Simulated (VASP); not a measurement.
Write the native input for VASP 6.6.1 that does the following.

```
Task                   : single point
Functional             : PBE
Potentials or basis    : VASP PAW PBE potentials, release 64 (Mg, S)
Cutoff                 : 600 eV
k mesh                 : 4 × 4 × 4
Occupations            : gaussian, width 0.01 eV
Spin                   : no spin polarisation
Dipole correction      : no
Further INCAR settings : ALGO = Normal; EDIFF = 1e-06; NBANDS = 11
```

The structure of MgS (Niningerite) lies in POSCAR:

```
MgS
1.0
    0.0000000000      2.6015177399      2.6015177399
    2.6015177399      0.0000000000      2.6015177399
    2.6015177399      2.6015177399      0.0000000000
Mg S
1 1
Direct
    0.0000000000      0.0000000000      0.0000000000
    0.5000000000      0.5000000000      0.5000000000
```

These files were run (other wordings do the same):

INCAR

```
PREC = Accurate ; ENCUT = 600
EDIFF = 1E-6 ; ISMEAR = 0
SIGMA = 0.01 ; LREAL = False
LASPH = True ; NELM = 120
ALGO = Normal ; ISIF = 2
LWAVE = False ; LCHARG = False
GGA = PE ; NBANDS = 11
GGA_COMPAT = False
```

KPOINTS

```
regular mesh
0
Gamma
  4 4 4
```

Potentials or basis: VASP PAW PBE potentials, release 64 (Mg, S).

Command:

```bash
$ cat potpaw_PBE.64/Mg/POTCAR potpaw_PBE.64/S/POTCAR > POTCAR
$ mpirun -np 1 vasp_std > vasp.out
```

Results of the run:

| Property | Result |
| --- | --- |
| Pressure | 1.3 GPa |
| Band gap on the k mesh | 2.75 eV, indirect (least direct gap 3.70 eV) |

Caveat: the k points lie up to 0.52 Å⁻¹ apart.

It took 8.8 s on 1 thread of Intel(R) Xeon(R) Platinum 8259CL CPU @ 2.50GHz (Skylake/Cascade Lake) (shared host), peak memory 0.16 GiB.
